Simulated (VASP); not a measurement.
# GaN (P6_3mc) in VASP: a series of runs

Runs on GaN. Level: PBEsol. Tasks: vibrations by perturbation theory.

All numbers are computed with VASP 6.6.1; they aren't measurements. Logs are shortened: lines on timing, memory, paths and dates and some standing lists are left out, and cuts for length are marked.

## 1. The cell of the first run

Symmetry: P6_3mc, No. 186, hexagonal system. The conventional cell has a = 3.172 Å, b = 3.172 Å, c = 5.168 Å, α = 90.00°, β = 90.00°, γ = 120.00°. Within 2.6 Å of Ga (site symmetry 3m) lie 4 N at 1.94 to 1.95 Å. N (site symmetry 3m) has 4 Ga at 1.94 to 1.95 Å within 2.6 Å.

## 2. Vibrations by perturbation theory, PBEsol

INCAR

```
ALGO     = Normal         # electronic algorithm
EDIFF    = 1E-8           # SCF threshold, eV
ENCUT    = 520            # plane-wave cutoff, eV
GGA      = PS             # functional
IBRION   = 8              # ionic algorithm
ISIF     = 2              # what is computed and relaxed
ISMEAR   = 0              # smearing method
LASPH    = True           # aspherical terms in the spheres
LCHARG   = False          # write CHGCAR
LREAL    = False          # projectors in reciprocal space
LWAVE    = False          # write WAVECAR
NBANDS   = 26             # bands
NELM     = 100            # most SCF steps
NSW      = 1              # ionic steps
PREC     = Accurate       # precision mode
SIGMA    = 0.01           # smearing width, eV
```

KPOINTS

```
k-points
0
Gamma
  8 8 4
```

POSCAR

```
GaN
1.0
    3.1717443493      0.0000000000      0.0000000000
   -1.5858721746      2.7468111808      0.0000000000
    0.0000000000      0.0000000000      5.1677775746
Ga N
2 2
Direct
    0.3333333333      0.6666666667     -0.0007980656
    0.6666666667      0.3333333333      0.4992019344
    0.3333333333      0.6666666667      0.3757980656
    0.6666666667      0.3333333333      0.8757980656
```

Potentials or basis: VASP PAW PBE potentials, release 64 (Ga_d, N).

Launch:

```bash
> cat potpaw_PBE.64/Ga_d/POTCAR potpaw_PBE.64/N/POTCAR > POTCAR
> mpirun -np 1 vasp_std > vasp.out
```

OUTCAR:

```text
EDIFF = 1E-8
   ENCUT = 520
   GGA = PS
   IBRION = 8
   ISIF = 2
   ISMEAR = 0
   LASPH = True
   LREAL = False
   NELM = 100
   NSW = 1
   PREC = Accurate

 ion  position               nearest neighbor table
   1  0.333  0.667  0.999-   4 1.94   4 1.94   4 1.94   3 1.95
   2  0.667  0.333  0.499-   3 1.94   3 1.94   3 1.94   4 1.95
   3  0.333  0.667  0.376-   2 1.94   2 1.94   2 1.94   1 1.95
   4  0.667  0.333  0.876-   1 1.94   1 1.94   1 1.94   2 1.95

  LATTYP: Found a hexagonal cell.
 ALAT       =     3.1717443493
 C/A-ratio  =     1.6293171850

  Lattice vectors:

 A1 = (   3.1717443493,   0.0000000000,   0.0000000000)
 A2 = (  -1.5858721746,   2.7468111808,   0.0000000000)
 A3 = (   0.0000000000,   0.0000000000,   5.1677775746)

Analysis of symmetry for initial positions (statically):
=====================================================================
 Subroutine PRICEL returns:
 Original cell was already a primitive cell.

 Routine SETGRP: Setting up the symmetry group for a
 hexagonal supercell.

 Subroutine GETGRP returns: Found 12 space group operations
 (whereof  6 operations were pure point group operations)
 out of a pool of 24 trial point group operations.

The static configuration has the point symmetry C_3v.
 The point group associated with its full space group is C_6v.

Analysis of symmetry for dynamics (positions and initial velocities):
=====================================================================
 Subroutine PRICEL returns:
 Original cell was already a primitive cell.

 Routine SETGRP: Setting up the symmetry group for a
 hexagonal supercell.

 Subroutine GETGRP returns: Found 12 space group operations
 (whereof  6 operations were pure point group operations)
 out of a pool of 24 trial point group operations.

The dynamic configuration has the point symmetry C_3v.
 The point group associated with its full space group is C_6v.

 Subroutine INISYM returns: Found 12 space group operations
 (whereof  6 operations are pure point group operations),
 and found     1 'primitive' translations

----------------------------------------------------------------------------------------

                                     Primitive cell

  volume of cell :      45.0226

  direct lattice vectors                    reciprocal lattice vectors
     3.171744349  0.000000000  0.000000000     0.315283923  0.182029258  0.000000000
    -1.585872175  2.746811181  0.000000000     0.000000000  0.364058515  0.000000000
     0.000000000  0.000000000  5.167777575     0.000000000  0.000000000  0.193506780

  length of vectors
     3.171744349  3.171744349  5.167777575     0.364058515  0.364058515  0.193506780

  position of ions in fractional coordinates (direct lattice)
     0.333333333  0.666666667  0.999201934
     0.666666667  0.333333333  0.499201934
     0.333333333  0.666666667  0.375798066
     0.666666667  0.333333333  0.875798066

  ion indices of the primitive-cell ions
   primitive index   ion index
                 1           1
                 2           2
                 3           3
                 4           4

[... 115 lines left out ...]
  ---------------------------------------------------
  ext. energy  EPLUGINS =         0.00000000
  ---------------------------------------------------
  free energy    TOTEN  =       -26.26557834 eV

  energy without entropy =      -26.26557834  energy(sigma->0) =      -26.26557834

 E-fermi :   5.3955     XC(G=0): -11.9835

 val. band max:        5.3491786643   @ k =   0.0000   0.0000   0.0000
 cond. band min:       7.3109271628   @ k =   0.0000   0.0000   0.0000
 fundamental gap:      1.9617484985
 Fermi energy:         5.3954955153

 k-point     1 :       0.0000    0.0000    0.0000
  band No.  band energies     occupation
      1     -10.7578      2.00000
      2      -9.7546      2.00000
      3      -8.0656      2.00000
      4      -8.0494      2.00000
      5      -8.0494      2.00000
      6      -7.9845      2.00000
[... 685 lines left out ...]
     25      17.4782      0.00000
     26      17.4782      0.00000

 [... further k-points ...]
[... 5 lines left out ...]
  --------------------------------------------------------------------------------------
  -------------------------------------------------------------------------------------
  Total        0.4883387      0.4883387      0.4932019      0.0000000      0.0000000      0.0000000
  in kB       17.3780465     17.3780465     17.5511081      0.0000000      0.0000000      0.0000000
  external PRESSURE =      17.4357337 kB  Pullay stress =       0.0000000 kB

 VOLUME and BASIS-vectors are now :
 -----------------------------------------------------------------------------
  energy-cutoff  :      520.00
  volume of cell :       45.02
      direct lattice vectors                 reciprocal lattice vectors
     3.171744349  0.000000000  0.000000000     0.315283923  0.182029258  0.000000000
    -1.585872175  2.746811181  0.000000000     0.000000000  0.364058515  0.000000000
     0.000000000  0.000000000  5.167777575     0.000000000  0.000000000  0.193506780

 POSITION                                       TOTAL-FORCE (eV/Angst)
 -----------------------------------------------------------------------------------
     -0.00000      1.83121      5.16365         0.000000      0.000000      0.001005
      1.58587      0.91560      2.57976         0.000000      0.000000      0.001005
     -0.00000      1.83121      1.94204         0.000000      0.000000     -0.001005
      1.58587      0.91560      4.52593        -0.000000      0.000000     -0.001005
 -----------------------------------------------------------------------------------
    total drift:                               -0.000001     -0.000001     -0.000036

  FREE ENERGIE OF THE ION-ELECTRON SYSTEM (eV)
  ---------------------------------------------------
  free  energy   TOTEN  =       -26.2655783373 eV

  energy  without entropy=      -26.2655783373  energy(sigma->0) =      -26.26557834

[... ionic steps 2 to 9 ...]

--------------------------------------- Ionic step       10  -------------------------------------------

------------------------ aborting loop because EDIFF is reached ----------------------------------------

[... ionic steps 11 to 11 ...]

--------------------------------------- Ionic step       12  -------------------------------------------

 Free energy of the ion-electron system (eV)
  ---------------------------------------------------
  ---------------------------------------------------
  free energy    TOTEN  =        -0.24730275 eV

  energy without entropy =       -0.24730275

------------------------ aborting loop because EDIFF is reached ----------------------------------------

 INTERNAL STRAIN TENSOR  FOR ION    3  DIRECTION 3   (eV/Angst):
 -----------------------------------------------------------------------------
     5.45154  0.00000 -0.00000
     0.00000  5.45154  0.00000
    -0.00000  0.00000-10.30112

 INTERNAL STRAIN TENSOR FOR ION    4 for displacements in x,y,z  (eV/Angst):
          X           Y           Z          XY          YZ          ZX
  --------------------------------------------------------------------------------
  x     0.00000    -0.00000    -0.00000     9.67845     0.00000     5.44709
  y     9.67845    -9.67845     0.00000    -0.00000     5.73673     0.00000
  z     5.45154     5.45154   -10.30112     0.00000     0.00000    -0.00000

 SECOND DERIVATIVES (NOT SYMMETRIZED)
 ------------------------------------
               1X          1Y          1Z          2X          2Y          2Z          3X          3Y          3Z          4X          4Y          4Z
  1X   -13.415980   -0.000000    0.000000    0.446807    0.000000    0.000000    0.998685    0.000000    0.000000   11.970488    0.000000    0.000000
  1Y    -0.000000  -13.415980    0.000000    0.000000    0.446807    0.000000    0.000000    0.998685    0.000000    0.000000   11.970488    0.000000
  1Z     0.000000    0.000000  -20.209481   -0.000000    0.000000    8.319310    0.000000    0.000000    7.096189    0.000000    0.000000    4.793982
  2X     0.446807    0.000000    0.000000  -13.415980   -0.000000    0.000000   11.970488    0.000000   -0.000000    0.998685    0.000000   -0.000000
  2Y     0.000000    0.446807   -0.000000   -0.000000  -13.415980   -0.000000    0.000000   11.970488   -0.000000    0.000000    0.998685    0.000000
  2Z     0.000000   -0.000000    8.319310   -0.000000    0.000000  -20.209481   -0.000000    0.000000    4.793982   -0.000000   -0.000000    7.096189
  3X     0.992297    0.000000    0.000000   11.964055    0.000000   -0.000000  -13.616448   -0.000000    0.000000    0.660096    0.000000    0.000000
  3Y     0.000000    0.992297    0.000000    0.000000   11.964055    0.000000   -0.000000  -13.616448    0.000000    0.000000    0.660096    0.000000
  3Z     0.000000    0.000000    7.073876    0.000000   -0.000000    4.821188   -0.000000    0.000000  -18.046613    0.000000    0.000000    6.151549
  4X    11.964055    0.000000    0.000000    0.992297    0.000000    0.000000    0.660096    0.000000   -0.000000  -13.616448   -0.000000    0.000000
  4Y     0.000000   11.964055    0.000000    0.000000    0.992297    0.000000    0.000000    0.660096   -0.000000   -0.000000  -13.616448    0.000000
  4Z    -0.000000    0.000000    4.821188    0.000000   -0.000000    7.073876   -0.000000    0.000000    6.151549    0.000000    0.000000  -18.046613

 Eigenvectors and eigenvalues of the dynamical matrix
 ----------------------------------------------------

   1 f  =   20.576254 THz   129.284419 2PiTHz  686.349967 cm-1    85.096512 meV
             X         Y         Z           dx          dy          dz
     -0.000000  1.831207  5.163653    -0.000000   -0.000000    0.038895
      1.585872  0.915604  2.579765    -0.000000   -0.000000   -0.038895
     -0.000000  1.831207  1.942041    -0.000000   -0.000000   -0.706036
      1.585872  0.915604  4.525930     0.000000    0.000000    0.706036
[... 71 lines left out ...]
  12 f/i=    0.003043 THz     0.019118 2PiTHz    0.101494 cm-1     0.012584 meV
             X         Y         Z           dx          dy          dz
     -0.000000  1.831207  5.163653     0.149833   -0.627588    0.000000
      1.585872  0.915604  2.579765     0.149833   -0.627588    0.000000
     -0.000000  1.831207  1.942041     0.067176   -0.281372    0.000000
      1.585872  0.915604  4.525930     0.067176   -0.281372    0.000000

--------------------------------------------------------------------------------------------------------

 ELASTIC MODULI CONTR FROM IONIC RELAXATION (kBar)
 Direction    XX          YY          ZZ          XY          YZ          ZX
 --------------------------------------------------------------------------------
 XX        -646.9588    291.9448    334.8359     -0.0000     -0.0000     -0.0000
 YY         291.9448   -646.9588    334.8359     -0.0000      0.0000      0.0000
 ZZ         334.8359    334.8359   -631.6094      0.0000      0.0000     -0.0000
 XY          -0.0000     -0.0000      0.0000   -469.4518     -0.0000      0.0000
 YZ          -0.0000     -0.0000      0.0000     -0.0000   -154.5031     -0.0000
 ZX          -0.0000      0.0000     -0.0000      0.0000     -0.0000   -167.5949
 --------------------------------------------------------------------------------
```

Run time: 13 min. Hardware: 1 thread of Intel Xeon 8259CL, shared host; peak memory 0.41 GiB.

Results:

| Property | Result |
| --- | --- |
| Highest phonon frequency at Γ, LO-TO splitting left out | 686 cm⁻¹ |

Phonon frequencies in cm⁻¹ (negative: imaginary):
```tsv
q point	frequencies
(0.000, 0.000, 0.000)	0 0 0 137 137 332 527 550 550 559 559 686
```

Caveat: the cell stands under pressure or tension, which shifts response properties; the PAW data sets were made with another functional, which shifts forces and pressure a little.

(Continued in part 2 of 3.)
